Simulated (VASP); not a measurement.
# HC4 in VASP: a series of runs, part 2 of 2

VASP 6.6.1.

## Step 3: Single point, PBE+D3(BJ)

The input, INCAR:

```
  PREC = Accurate
  ENCUT = 520
  EDIFF = 1E-6
  ISMEAR = 0
  SIGMA = 0.1
  LREAL = False
  LASPH = True
  NELM = 120
  ALGO = Normal
  ISIF = 2
  LWAVE = False
  LCHARG = False
  LDIPOL = True
  IDIPOL = 3
  DIPOL = 0.5 0.5 0.256
  GGA = PE
  IVDW = 12
  NBANDS = 28
  GGA_COMPAT = False
  NELMDL = -8
```

The input, KPOINTS:

```
regular mesh
0
Gamma
  6 6 1
```

The input, POSCAR:

```
HC4
1.0
    4.9313048818      0.0000000000      0.0000000000
   -2.4656524409      4.2706353015      0.0000000000
    0.0000000000      0.0000000000     18.0000331943
C H
8 2
Direct
    0.3333333333      0.1666666667      0.2222236565
    0.3333333333      0.6666666667      0.2222236565
    0.8333333333      0.1666666667      0.2222236565
    0.8333333333      0.6666666667      0.2222236565
    0.1666666667      0.3333333333      0.2222218124
    0.1666666667      0.8333333333      0.2222218124
    0.6666666667      0.3333333333      0.2222218124
    0.6666666667      0.8333333333      0.2222218124
    0.6808650870      0.3191349130      0.3888900159
    0.8191349130      0.1808650870      0.3888900159
```

Potentials or basis: VASP PAW PBE potentials, release 64 (C, H).

Launch:

```
cat potpaw_PBE.64/C/POTCAR potpaw_PBE.64/H/POTCAR > POTCAR
mpirun -np 1 vasp_std > vasp.out
```

OUTCAR:

```text
PREC = Accurate
   ENCUT = 520
   EDIFF = 1E-6
   ISMEAR = 0
   LREAL = False
   LASPH = True
   NELM = 120
   ISIF = 2
   GGA = PE
   IVDW = 12
   NELMDL = -8
 IVDW          = 12

 ion  position               nearest neighbor table
   1  0.333  0.167  0.222-   5 1.42   7 1.42   6 1.42
   2  0.333  0.667  0.222-   6 1.42   8 1.42   5 1.42
   3  0.833  0.167  0.222-   7 1.42   5 1.42   8 1.42
   4  0.833  0.667  0.222-   8 1.42   6 1.42   7 1.42
   5  0.167  0.333  0.222-   1 1.42   3 1.42   2 1.42
   6  0.167  0.833  0.222-   2 1.42   4 1.42   1 1.42
   7  0.667  0.333  0.222-   3 1.42   1 1.42   4 1.42
   8  0.667  0.833  0.222-   4 1.42   2 1.42   3 1.42
   9  0.681  0.319  0.389-
  10  0.819  0.181  0.389-

  LATTYP: Found a hexagonal cell.
 ALAT       =     4.9313048818
 C/A-ratio  =     3.6501562215

  Lattice vectors:

 A1 = (   4.9313048818,   0.0000000000,   0.0000000000)
 A2 = (  -2.4656524409,   4.2706353015,   0.0000000000)
 A3 = (   0.0000000000,   0.0000000000,  18.0000331943)

Analysis of symmetry for initial positions (statically):
=====================================================================
 Subroutine PRICEL returns:
 Original cell was already a primitive cell.

 Routine SETGRP: Setting up the symmetry group for a
 hexagonal supercell.

 Subroutine GETGRP returns: Found  4 space group operations
 (whereof  2 operations were pure point group operations)
 out of a pool of 24 trial point group operations.

The static configuration has the point symmetry C_1h.
 The point group associated with its full space group is C_2v.

Analysis of symmetry for dynamics (positions and initial velocities):
=====================================================================
 Subroutine PRICEL returns:
 Original cell was already a primitive cell.

[... 144 lines left out ...]
 Gauss-broadening in eV      SIGMA  =   0.10
  energy-cutoff  :      520.00
  volume of cell :      379.08
 maximum number of plane-waves:     10258
 NGX is ok and might be reduce to    40
   NGX = 19   NGY = 19   NGZ = 67

 dipolmoment           0.000000      0.000000     -0.008280 electrons x Angstroem

 number of electron      33.9999998 magnetization

 dipolmoment           0.000000      0.000000      0.015510 electrons x Angstroem

 Free energy of the ion-electron system (eV)
  ---------------------------------------------------
  ext. energy  EPLUGINS =         0.00000000
  ---------------------------------------------------
  free energy    TOTEN  =       -79.05865857 eV

  energy without entropy =      -79.05241857  energy(sigma->0) =      -79.05553857

 E-fermi :  -2.5213     XC(G=0):  -2.8856

 val. band max:       -2.5280592388   @ k =   0.3333   0.3333   0.0000
 cond. band min:      -2.5144924652   @ k =   0.3333   0.3333   0.0000
 fundamental gap:      0.0135667736
 Fermi energy:        -2.5212758520

 k-point     1 :       0.0000    0.0000    0.0000
  band No.  band energies     occupation
      1     -22.0401      2.00000
      2     -16.8010      2.00000
      3     -16.7970      2.00000
      4     -16.7936      2.00000
      5     -15.7582      2.00000
      6     -15.7562      2.00000
[... 392 lines left out ...]
     27       4.1098      0.00000
     28       4.4978      0.00000

------------------------ aborting loop because EDIFF is reached ----------------------------------------

 vacuum level on the upper side and lower side of the slab       (xc-potential included)        -0.008        -0.074

 Edisp (eV)   -0.81375

 E8    (eV) :    -0.2438

  FORCE on cell =-STRESS in cart. coord.  units (eV):
  Direction    XX          YY          ZZ          XY          YZ          ZX
  --------------------------------------------------------------------------------------
  -------------------------------------------------------------------------------------
  Total      -3.88183    -1.18964    -0.00071     2.33151     0.00000     0.00000
  in kB     -16.40665    -5.02805    -0.00298     9.85415     0.00000     0.00000
  external pressure =       -7.15 kB  Pullay stress =        0.00 kB

 VOLUME and BASIS-vectors are now :
 -----------------------------------------------------------------------------
  energy-cutoff  :      520.00
  volume of cell :      379.08
      direct lattice vectors                 reciprocal lattice vectors
     4.931304882  0.000000000  0.000000000     0.202786083  0.117078599  0.000000000
    -2.465652441  4.270635301  0.000000000     0.000000000  0.234157199  0.000000000
     0.000000000  0.000000000 18.000033194     0.000000000  0.000000000  0.055555453

 POSITION                                       TOTAL-FORCE (eV/Angst)
 -----------------------------------------------------------------------------------
      1.23283      0.71177      4.00003         0.032901     -0.000856      0.008902
     -0.00000      2.84709      4.00003         0.004366     -0.002521      0.020639
      3.69848      0.71177      4.00003        -0.006349      0.003666     -0.049180
      2.46565      2.84709      4.00003         0.017192     -0.028065      0.008902
      0.00000      1.42355      4.00000        -0.032901      0.000856      0.008902
     -1.23283      3.55886      4.00000        -0.004366      0.002521      0.020639
      2.46565      1.42355      4.00000         0.006349     -0.003666     -0.049180
      1.23283      3.55886      4.00000        -0.017192      0.028065      0.008902
      2.57068      1.36291      7.00003         4.029469     -2.326415      0.010738
      3.59345      0.77241      7.00003        -4.029469      2.326415      0.010738
 -----------------------------------------------------------------------------------
    total drift:                               -0.000002      0.000001      0.000391

  FREE ENERGIE OF THE ION-ELECTRON SYSTEM (eV)
  ---------------------------------------------------
  free  energy   TOTEN  =       -79.8724117020 eV

  energy  without entropy=      -79.8661717079  energy(sigma->0) =      -79.86929170

 vacuum level on the upper side and lower side of the slab         1.858         1.726
```

It took 7.9 min on 1 thread of Intel Xeon 8259CL, shared host; peak memory 0.56 GiB.

Results:

* Free energy: -79.8724 eV
* Largest force: 4.653 eV/Å
* Band gap on the k mesh: 0.01 eV
* Dispersion energy per atom: -0.081 eV

Forces in eV/Å, atoms in the order of the input:
```
C    0.033 -0.001  0.009
C    0.004 -0.003  0.021
C   -0.006  0.004 -0.049
C    0.017 -0.028  0.009
C   -0.033  0.001  0.009
C   -0.004  0.003  0.021
C    0.006 -0.004 -0.049
C   -0.017  0.028  0.009
H    4.029 -2.326  0.011
H   -4.029  2.326  0.011
```

Levels at points of the mesh, in eV from the valence-band top:
```tsv
k point	band 13	band 14	band 15	band 16	band 17	band 18	band 19	band 20	band 21	band 22
(0.00, 0.00, 0.00)	-3.03	-3.03	-2.36	-2.36	-2.33	1.64	1.68	1.68	3.45	3.58
(0.50, 0.00, 0.00)	-5.05	-5.04	-4.40	-2.74	-2.71	2.53	2.83	2.85	5.12	5.55
(0.50, 0.50, 0.00)	-5.04	-5.04	-4.39	-2.73	-2.69	1.85	2.82	2.84	5.55	5.64
```

## Step 4: Single point, PBE+D3(BJ)

The input, INCAR:

```
ALGO = Normal ; DIPOL = 0.5 0.5 0.231
EDIFF = 1E-6 ; ENCUT = 520
GGA = PE ; GGA_COMPAT = False
IDIPOL = 3 ; ISIF = 2
ISMEAR = 0 ; IVDW = 12
LASPH = True ; LCHARG = False
LDIPOL = True ; LREAL = False
LWAVE = False ; NBANDS = 28
NELM = 120 ; NELMDL = -8
PREC = Accurate ; SIGMA = 0.1
```

The input, KPOINTS:

```
k-points
0
Gamma
  6 6 1
```

POSCAR: that of step 3 with these lines changed.

```diff
@@ -16,3 +16,3 @@
     0.6666666667      0.8333333333      0.2222218124
-    0.6808650870      0.3191349130      0.3888900159
-    0.8191349130      0.1808650870      0.3888900159
+    0.6417608348      0.3582391652      0.2650013554
+    0.8582391652      0.1417608348      0.2650013554
```

Launch:

```
cat potpaw_PBE.64/C/POTCAR potpaw_PBE.64/H/POTCAR > POTCAR
mpirun -np 1 vasp_std > vasp.out
```

It took 10 min on 1 thread of Intel Xeon 8259CL, shared host; peak memory 0.56 GiB.

The run converged. Its results:

```yaml
Free_energy: -70.8222 eV
Largest_force: 25.435 eV/Å
Band_gap_on_the_k_mesh: 0.29 eV (least direct gap 0.96 eV)
Dispersion_energy_per_atom: -0.076 eV
```

Forces on the atoms (eV/Å):
```
C    -4.314  -1.273  -2.411
C    -0.030   0.017  -0.049
C    -3.326   1.920 -20.128
C    -1.054   4.372  -2.411
C     4.314   1.273  -2.411
C     0.030  -0.017  -0.049
C     3.326  -1.920 -20.128
C     1.054  -4.372  -2.411
H    -4.061   2.345  24.999
H     4.061  -2.345  24.999
```

Levels at points of the mesh, in eV from the valence-band top:
```
           k point  band 14  band 15  band 16  band 17  band 18  band 19  band 20  band 21
(0.00, 0.00, 0.00)    -4.17    -3.92    -3.35    -1.07     0.29     0.49     1.57     2.91
(0.50, 0.00, 0.00)    -5.76    -5.45    -4.31     0.00     1.06     3.39     3.70     4.09
(0.50, 0.50, 0.00)    -6.11    -4.74    -3.78    -1.88     1.69     3.51     3.60     4.78
```

## Step 5: Single point, PBE+D3(BJ)

The input, INCAR:

```
SYSTEM = HC4
PREC = Accurate ; ENCUT = 520
EDIFF = 1E-6 ; ISMEAR = 0
SIGMA = 0.1 ; LREAL = .FALSE.
LASPH = .TRUE. ; NELM = 120
ALGO = Normal ; ISIF = 2
LWAVE = .FALSE. ; LCHARG = .FALSE.
LDIPOL = .TRUE. ; IDIPOL = 3
DIPOL = 0.5 0.5 0.256 ; GGA = PE
IVDW = 12 ; NBANDS = 28
GGA_COMPAT = .FALSE. ; NELMDL = -8
```

The input, KPOINTS:

```
Automatic mesh
0
G
  6 6 1
  0 0 0
```

POSCAR: that of step 4 with these lines changed.

```diff
@@ -16,3 +16,3 @@
     0.6666666667      0.8333333333      0.2222218124
-    0.6417608348      0.3582391652      0.2650013554
-    0.8582391652      0.1417608348      0.2650013554
+    0.7060955252      0.2939044748      0.3888900159
+    0.7939044748      0.2060955252      0.3888900159
```

Launch:

```
cat potpaw_PBE.64/C/POTCAR potpaw_PBE.64/H/POTCAR > POTCAR
mpirun -np 1 vasp_std > vasp.out
```

Wall time 8.3 min (1 thread of Intel Xeon 8259CL, shared host); peak memory 0.56 GiB.

Results (log left out):

| Item | Value |
| --- | --- |
| Free energy | -81.3244 eV |
| Largest force | 0.044 eV/Å |
| Band gap on the k mesh | 0.01 eV |
| Dispersion energy per atom | -0.078 eV |

Forces in eV/Å, atoms in the order of the input:
```
C    0.020  0.004  0.005
C    0.002 -0.001  0.015
C   -0.004  0.002 -0.043
C    0.007 -0.019  0.005
C   -0.020 -0.004  0.005
C   -0.002  0.001  0.015
C    0.004 -0.002 -0.043
C   -0.007  0.019  0.005
H   -0.011  0.007  0.019
H    0.011 -0.007  0.019
```

Levels at points of the mesh, in eV from the valence-band top:
```tsv
k point	band 13	band 14	band 15	band 16	band 17	band 18	band 19	band 20	band 21	band 22
(0.00, 0.00, 0.00)	-3.04	-3.04	-2.36	-2.36	-2.34	1.67	1.67	1.68	3.53	4.04
(0.50, 0.00, 0.00)	-5.64	-5.05	-5.05	-2.74	-2.73	2.82	2.82	4.19	5.54	5.70
(0.50, 0.50, 0.00)	-5.65	-5.05	-5.05	-2.74	-2.72	2.81	2.82	3.71	5.54	5.69
```

## Step 6: The runs side by side

```tsv
cell	gap on the mesh (eV)	largest force (eV/Å)
as given, atomic positions A	0.28	4.57
as given, atomic positions B	0.01	4.65
as given, atomic positions C	0.29	25.44
as given, atomic positions D	0.01	0.04
```

Alike in all rows: task single point; level PBE+D3(BJ); potentials or basis VASP PAW PBE potentials, release 64 (C, H); no spin polarisation; k mesh 6 × 6 × 1; cutoff (eV) 520; smearing gaussian 0.1 eV.

Total energies depend on the potentials used, so only differences within one code and one set of settings carry meaning.
